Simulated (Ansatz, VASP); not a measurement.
One calculation of Zn4As3O, two programs

```xyz
8
Lattice="1.9735 3.4181 0.0000 -1.9735 3.4181 0.0000 0.0000 -2.2787 10.4675" Properties=species:S:1:pos:R:3 pbc="T T T"
O     0.0000    2.2787    5.2337
Zn    0.0000    0.0000    2.7792
Zn    0.0000    4.5575    7.6882
Zn    0.0000    0.0000    9.1622
Zn    0.0000    4.5575    1.3053
As    0.0000    0.0000    6.5075
As    0.0000    4.5575    3.9600
As    0.0000    0.0000    0.0000
```

Alike in both runs: functional PBE; k mesh 5 × 5 × 5; no spin polarisation.

Ansatz relaxed the structure, and its values are those at the end. VASP's run is a single point on that final structure, the one shown.

|  | VASP | Ansatz |
| --- | --- | --- |
| version | VASP 6.6.1 | Ansatz 0.2.0 |
| potentials or method | VASP PAW PBE potentials, release 64 (O, Zn, As), cutoff 520 eV | PAW plane waves |
| occupations | fermi-dirac, width 0.1 eV | fermi-dirac |
| valence electrons in the cell | 69 | 99 |

```tsv
	VASP	Ansatz	Ansatz less VASP
gap on the k mesh at the Fermi level (eV)	none	none	-
pressure (GPa)	0.2	0.0	-0.19
rms of the force components (eV/Å)	0.009	0.001	-0.0085
```

A gap of «none» marks a metal or a gap that the smearing closes. VASP's potentials hold 69 valence electrons a cell and Ansatz's 99, so a difference there can come from the potentials and not from the codes. Ansatz's warnings: structure snapped to symmetry.

The k mesh is coarse, so the values compare programs but aren't converged.
